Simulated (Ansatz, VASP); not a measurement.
MoOs2: VASP beside Ansatz

```
CELL_PARAMETERS angstrom
-1.37635 1.94426 4.16091
1.37635 -1.94426 4.16091
1.37635 1.94426 -4.16091
ATOMIC_POSITIONS crystal
Mo 0.00000 0.00000 0.00000
Os 0.66995 0.66995 0.00000
Os 0.33005 0.33005 0.00000
```

Alike in both runs: task relaxation of cell and atoms; functional PBE; k mesh 20 × 20 × 20; occupations gaussian, width 0.1 eV; no spin polarisation.

```csv
,VASP,Ansatz
version,VASP 6.6.1,Ansatz 0.2.0
potentials or method,"VASP PAW PBE potentials, release 64 (Mo_sv, Os), cutoff 600 eV","scalar-relativistic, plane waves, PAW"
valence electrons in the cell,30,46
```

Ansatz gave:

| Property | Result |
| --- | --- |
| gap on the k mesh at the Fermi level, each at its own relaxed structure (eV) | none |
| relaxed volume (Å³/atom) | 14.84 |
| relaxed length of the cell vector where the two differ most in proportion (Å) | 4.793 |

Which values does VASP return?

gap on the k mesh at the Fermi level, each at its own relaxed structure (eV): none; relaxed volume (Å³/atom): 14.85; relaxed length of the cell vector where the two differ most in proportion (Å): 4.794.

A gap of «none» marks a metal or a gap that the smearing closes. VASP's potentials hold 30 valence electrons a cell and Ansatz's 46, so a difference there can come from the potentials and not from the codes.

Neither program's run includes spin-orbit coupling.
